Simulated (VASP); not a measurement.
# GaAs (gw) (I-4m2) in VASP: G0W0 quasiparticle levels with PBEsol

Aim: the G0W0 quasiparticle levels of GaAs (gw) with PBEsol.

All numbers are computed with VASP 6.6.1; they aren't measurements. Logs are shortened: lines on timing, memory, paths and dates and some standing lists are left out, and cuts for length are marked.

**1. The cell of the first run**

Symmetry: I-4m2, No. 119, tetragonal system. The conventional cell has a = 3.857 Å, b = 3.857 Å, c = 5.838 Å, α = 90.00°, β = 90.00°, γ = 90.00°. Within 3.2 Å of Ga (site symmetry -4m2) lie 4 As at 2.42 Å. As (site symmetry -4m2) has 4 Ga at 2.42 Å within 3.2 Å.

**2. G0W0 quasiparticle levels, PBEsol**

POSCAR

```
GaAs
1.0
    0.0000000000      2.7276556504      2.9191593687
    2.7276556504      0.0000000000      2.9191593687
    2.7276556504      2.7276556504      0.0000000000
Ga As
1 1
Direct
    0.0000000000      0.0000000000      0.0000000000
    0.2500000000      0.2500000000      0.2500000000
```

INCAR.step1

```
ALGO = Normal
EDIFF = 1E-8
ENCUT = 500
GGA = PS
ISMEAR = 0
LASPH = True
LCHARG = False
LREAL = False
LWAVE = True
NELM = 100
PREC = Accurate
SIGMA = 0.01
```

INCAR.step2

```
ALGO = Exact
EDIFF = 1E-8
ENCUT = 500
GGA = PS
ISMEAR = 0
ISTART = 1
LASPH = True
LCHARG = False
LOPTICS = True
LREAL = False
LWAVE = True
NBANDS = 107
NELM = 1
PREC = Accurate
SIGMA = 0.01
```

INCAR.step3

```
ALGO = EVGW0
EDIFF = 1E-8
ENCUT = 500
ENCUTGW = 100.0
GGA = PS
ISMEAR = 0
ISTART = 1
LASPH = True
LCHARG = False
LREAL = False
LWAVE = False
NBANDS = 107
NBANDSGW = 17
NELMGW = 1
NOMEGA = 48
PREC = Accurate
PRECFOCK = Fast
SIGMA = 0.01
```

KPOINTS

```
k-points
0
Gamma
  4 4 4
```

Potentials or basis: VASP PAW PBE potentials, release 64 (Ga_d_GW, As_GW).

The run is started by

```sh
> cat potpaw_PBE.64/Ga_d_GW/POTCAR potpaw_PBE.64/As_GW/POTCAR > POTCAR
> cp INCAR.step1 INCAR
> mpirun -np 1 vasp_std > vasp.out
> cp INCAR.step2 INCAR
> mpirun -np 1 vasp_std > vasp.out
> cp INCAR.step3 INCAR
> mpirun -np 1 vasp_std > vasp.out
```

OUTCAR:

```text
EDIFF = 1E-8
   ENCUT = 500
   ENCUTGW = 100.0
   GGA = PS
   ISMEAR = 0
   ISTART = 1
   LASPH = True
   LREAL = False
   NELMGW = 1
   PREC = Accurate
   PRECFOCK = Fast

 ion  position               nearest neighbor table
   1  0.000  0.000  0.000-   2 2.42   2 2.42   2 2.42   2 2.42
   2  0.250  0.250  0.250-   1 2.42   1 2.42   1 2.42   1 2.42

  LATTYP: Found a body centered tetragonal cell.
 ALAT       =     3.8574876143
 C/A-ratio  =     1.5135029120

  Lattice vectors:

 A1 = (  -2.7276556504,   0.0000000000,   2.9191593687)
 A2 = (   2.7276556504,   0.0000000000,   2.9191593687)
 A3 = (   0.0000000000,   2.7276556504,  -2.9191593687)

Analysis of symmetry for initial positions (statically):
=====================================================================
 Subroutine PRICEL returns:
 Original cell was already a primitive cell.

 Routine SETGRP: Setting up the symmetry group for a
 body centered tetragonal supercell.

 Subroutine GETGRP returns: Found  8 space group operations
 (whereof  8 operations were pure point group operations)
 out of a pool of 16 trial point group operations.

The static configuration has the point symmetry D_2d.

Analysis of symmetry for dynamics (positions and initial velocities):
=====================================================================
 Subroutine PRICEL returns:
 Original cell was already a primitive cell.

 Routine SETGRP: Setting up the symmetry group for a
 body centered tetragonal supercell.

 Subroutine GETGRP returns: Found  8 space group operations
 (whereof  8 operations were pure point group operations)
 out of a pool of 16 trial point group operations.

The dynamic configuration has the point symmetry D_2d.

 Subroutine INISYM returns: Found  8 space group operations
 (whereof  8 operations are pure point group operations),
 and found     1 'primitive' translations

----------------------------------------------------------------------------------------

                                     Primitive cell

  volume of cell :      43.4377

  direct lattice vectors                    reciprocal lattice vectors
     0.000000000  2.727655650  2.919159369    -0.183307596  0.183307596  0.171282187
     2.727655650  0.000000000  2.919159369     0.183307596 -0.183307596  0.171282187
     2.727655650  2.727655650  0.000000000     0.183307596  0.183307596 -0.171282187

  length of vectors
     3.995196712  3.995196712  3.857487614     0.310710375  0.310710375  0.310710375

  position of ions in fractional coordinates (direct lattice)
[... 8 lines left out ...]
----------------------------------------------------------------------------------------

 KPOINTS: k-points

Automatic generation of k-mesh.
 Grid dimensions read from file:
 generate k-points for:    4    4    4

 Generating k-lattice:

  Cartesian coordinates                     Fractional coordinates (reciprocal lattice)
    -0.045826899  0.045826899  0.042820547     0.250000000  0.000000000  0.000000000
     0.045826899 -0.045826899  0.042820547     0.000000000  0.250000000  0.000000000
     0.045826899  0.045826899 -0.042820547    -0.000000000 -0.000000000  0.250000000

  Length of vectors
     0.077677594  0.077677594  0.077677594

  Shift w.r.t. Gamma in fractional coordinates (k-lattice)
     0.000000000  0.000000000  0.000000000

 Subroutine IBZKPT returns following result:
 ===========================================

 Found     13 irreducible k-points:

 Following reciprocal coordinates:
            Coordinates               Weight
  0.000000  0.000000  0.000000      1.000000
  0.250000  0.000000  0.000000      8.000000
  0.500000  0.000000  0.000000      4.000000
  0.250000  0.250000  0.000000      2.000000
  0.500000  0.250000  0.000000      8.000000
 -0.250000  0.250000  0.000000      4.000000
  0.500000  0.500000  0.000000      1.000000
  0.250000  0.000000  0.250000      4.000000
  0.500000  0.000000  0.250000     16.000000
 -0.250000  0.000000  0.250000      8.000000
 -0.250000  0.500000  0.250000      4.000000
  0.500000  0.000000  0.500000      2.000000
 -0.250000  0.250000  0.500000      2.000000
   k-points           NKPTS =     13   k-points in BZ     NKDIM =     64   number of bands    NBANDS=    107
   number of dos      NEDOS =    301   number of ions     NIONS =      2
   total plane-waves  NPLWV =  25200
   dimension x,y,z NGX =    30 NGY =   30 NGZ =   28
   dimension x,y,z NGXF=    60 NGYF=   60 NGZF=   56
   ions per type =               1   1
   NGX,Y,Z   is equivalent  to a cutoff of  12.48, 12.48, 12.07 a.u.
   NGXF,Y,Z  is equivalent  to a cutoff of  24.97, 24.97, 24.13 a.u.
 SYSTEM =  unknown system
   PREC   = accura    normal or accurate (medium, high low for compatibility)
   ISTART =      1    job   : 0-new  1-cont  2-samecut
   ICHARG =      0    charge: 1-file 2-atom 10-const
   ISPIN  =      1    spin polarized calculation?
   LNONCOLLINEAR =      F non collinear calculations
   LSORBIT =      F    spin-orbit coupling
   LASPH  =      T    aspherical Exc in radial PAW
   ENCUT  =  500.0 eV  36.75 Ry    6.06 a.u.   7.28  7.28  7.03*2*pi/ulx,y,z
   NELM   =     60;   NELMIN=  2; NELMDL=  0     # of ELM steps
   EDIFF  = 0.1E-07   stopping-criterion for ELM
   LREAL  =      F    real-space projection
   EDIFFG = 0.1E-06   stopping-criterion for IOM
   NSW    =      0    number of steps for IOM
   IBRION =     -1    ionic relax: 0-MD 1-quasi-New 2-CG
   NFREE  =      0    steps in history (QN), initial steepest desc. (CG)
   ISIF   =      0    stress and relaxation
   ISYM   =      3    0-nonsym 1-usesym 2-fastsym
   POTIM  = 0.5000    time-step for ionic-motion
   TEBEG  =    0.0;   TEEND  =   0.0 temperature during run
   PSTRESS=    0.0 pullay stress
   NELECT =      18.0000    total number of electrons
   NUPDOWN=      -1.0000    fix difference up-down
   EMIN   =  10.00;   EMAX   =-10.00  energy-range for DOS
   EFERMI =   0.00;   METHOD = LEGACY
   ISMEAR =     0;   SIGMA  =   0.01  broadening in eV -4-tet -1-fermi 0-gaus
   EFERMI_NEDOS =   21; number of points for ismear=-14 and -15
   IALGO  =     38    algorithm
   IMIX   =      4    mixing-type and parameters
     AMIX     =   0.40;   BMIX     =  1.00
     AMIX_MAG =   1.60;   BMIX_MAG =  1.00
  volume/ion in A,a.u.               =      21.72       146.57
  Fermi-wavevector in a.u.,A,eV,Ry     =   1.220516  2.306440 20.268035  1.489659
  Thomas-Fermi vector in A             =   2.355730
   LORBIT       =      0    0 simple, 1 ext, 2 COOP (PROOUT), +10 PAW based schemes
   GGA     = PS    functional components
   LHFCALC =     T    Hartree Fock is set to
   PRECFOCK=fast      Normal, Fast or Accurate (Low or Medium for compatibility)
   ENCUT4O =  -1.0   cutoff for four orbital integrals eV
   NKREDX  =     1    reduce k-point grid by
   NKREDY  =     1    reduce k-point grid by
   NKREDZ  =     1    reduce k-point grid by
   AEXX    =    1.0000 exact exchange contribution
   HFSCREEN=    0.0000 screening length (either q_TF or 0.3 A-1)
   HFSCREENC=   0.0000 screening length for correlation (either q_TF or 0.3 A-1)
   ENCUTFOCK=  -1.0 apply spherical cutoff to Coloumb kernel
   IVDW    =     0    specifies the selected vdW correction
   LEPSILON=     F    determine dielectric tensor
   LRPA    =     F    only Hartree local field effects (RPA)
   LRPAFORCE           =     F    calculate RPA forces
   ENCUTGW             = 100.0    cutoff for response function in eV
   ENCUTGWSOFT         =  80.0    soft cutoff for Coulomb kernel in GW response function in eV
   ENCUTLF             =  -1.0    cutoff for local field effects
   NELMGW              =     1    number of iterations in solving QP/BSE equation
   NELMHF              =     1    number of iterations in the inner HF iteration
   NKREDLFX            =     1    NKREDLFY  =   1   NKREDLFZ  =   1
 non-spin polarized calculation
 Gauss-broadening in eV      SIGMA  =   0.01
  energy-cutoff  :      500.00
  volume of cell :       43.44
 maximum number of plane-waves:      1110
 NGX is ok and might be reduce to    30
  NGX = 16; NGY = 16; NGZ = 16
   NGX = 15   NGY = 15   NGZ = 15
 maximum number of plane-waves:       108
 NGX is ok and might be reduce to    14

 QP shifts <psi_nk| G(iteration)W_0 |psi_nk>: iteration 1
 for sc-GW calculations column KS-energies equals QP-energies in previous step
 and V_xc(KS)=  KS-energies - (<T + V_ion + V_H > + <T+V_H+V_ion>^1  + <V_x>^1)

 k-point   1 :       0.0000    0.0000    0.0000
  band No.  KS-energies  QP-energies   sigma(KS)   V_xc(KS)     V^pw_x(r,r')   Z            occupation Imag(sigma)

      1     -10.7844     -13.3926     -25.4920     -21.6535     -34.9697       0.6795       2.0000       0.2677
      2     -10.7665     -13.3760     -25.5097     -21.6706     -35.0004       0.6797       2.0000       0.2714
      3     -10.7665     -13.3760     -25.5097     -21.6706     -35.0004       0.6797       2.0000       0.2714
      4     -10.6890     -13.3369     -25.6610     -21.7834     -35.1246       0.6829       2.0000       0.2376
      5     -10.6827     -13.3111     -25.6209     -21.7569     -35.0859       0.6802       2.0000       0.2395
      6      -8.8967      -9.2117     -11.7927     -11.3048     -18.2220       0.6457       2.0000       1.0007
[... 9 lines left out ...]
     16      14.5824      14.5385      -8.0712      -8.0129      -2.3528       0.7537       0.0000      -0.3994
     17      15.0006      15.0648     -10.0608     -10.1460      -4.5436       0.7538       0.0000      -0.3387

 k-point   2 :       0.2500    0.0000    0.0000
  band No.  KS-energies  QP-energies   sigma(KS)   V_xc(KS)     V^pw_x(r,r')   Z            occupation Imag(sigma)

      1     -10.8233     -13.3616     -25.1343     -21.3918     -34.5708       0.6782       2.0000       0.2899
      2     -10.7651     -13.3776     -25.5237     -21.6808     -35.0084       0.6798       2.0000       0.2678
      3     -10.7541     -13.3673     -25.5368     -21.6948     -35.0294       0.6802       2.0000       0.2696
      4     -10.6907     -13.3339     -25.6546     -21.7801     -35.1210       0.6822       2.0000       0.2380
      5     -10.6794     -13.3131     -25.6349     -21.7691     -35.1052       0.6813       2.0000       0.2392
      6      -8.1574      -8.5259     -12.2614     -11.7104     -18.4936       0.6686       2.0000       0.9432
[... 9 lines left out ...]
     16      13.4031      13.4698      -8.7552      -8.8435      -3.3044       0.7560       0.0000      -0.2904
     17      16.1365      16.3332      -8.8958      -9.1567      -2.9271       0.7539       0.0000      -0.4856

 k-point   3 :       0.5000    0.0000    0.0000
  band No.  KS-energies  QP-energies   sigma(KS)   V_xc(KS)     V^pw_x(r,r')   Z            occupation Imag(sigma)
[... 190 lines left out ...]
      1     -10.8983     -13.3820     -24.8942     -21.2197     -34.3152       0.6759       2.0000       0.3044
      2     -10.7212     -13.3454     -25.5795     -21.7260     -35.0570       0.6810       2.0000       0.2547
      3     -10.7212     -13.3454     -25.5795     -21.7260     -35.0570       0.6810       2.0000       0.2547
      4     -10.7157     -13.3542     -25.6567     -21.7921     -35.1529       0.6827       2.0000       0.2607
      5     -10.6657     -13.3071     -25.6634     -21.8005     -35.1460       0.6838       2.0000       0.2378
      6      -6.0937      -6.4256     -13.0575     -12.5814     -18.6462       0.6973       2.0000       0.7346
[... 9 lines left out ...]
     16      17.6106      17.7190      -9.9350     -10.0790      -3.9751       0.7521       0.0000      -0.5685
     17      18.0355      18.1323     -10.2161     -10.3449      -4.1303       0.7511       0.0000      -0.5955

 k-point  13 :      -0.2500    0.2500    0.5000
  band No.  KS-energies  QP-energies   sigma(KS)   V_xc(KS)     V^pw_x(r,r')   Z            occupation Imag(sigma)

      1     -10.8839     -13.3644     -24.9053     -21.2338     -34.3305       0.6756       2.0000       0.3052
      2     -10.7394     -13.3659     -25.5781     -21.7252     -35.0711       0.6817       2.0000       0.2637
      3     -10.7241     -13.3469     -25.5910     -21.7368     -35.0720       0.6805       2.0000       0.2571
      4     -10.7049     -13.3377     -25.6409     -21.7709     -35.1132       0.6803       2.0000       0.2436
      5     -10.6731     -13.3045     -25.6350     -21.7753     -35.1117       0.6818       2.0000       0.2393
      6      -6.0414      -6.3823     -13.1789     -12.6907     -18.7737       0.6984       2.0000       0.7239
[... 9 lines left out ...]
     16      18.2666      18.4991      -9.6537      -9.9627      -3.4199       0.7526       0.0000      -0.6632
     17      18.9190      19.1621     -10.0371     -10.3644      -3.5600       0.7426       0.0000      -0.6969
```

Run time: 7.5 min. Hardware: 1 thread of AMD EPYC 7R13, shared host; peak memory 0.48 GiB.

What came out:

* Band gap on the k mesh, mean-field level: 0.54 eV, direct
* Quasiparticle gap: 1.29 eV
* Least direct quasiparticle gap: 1.52 eV

Caveat: the k points lie up to 0.49 Å⁻¹ apart; bands, screening cutoff and mesh are small and nothing is extrapolated, so the quasiparticle values aren't converged. A k mesh can miss the band edges.
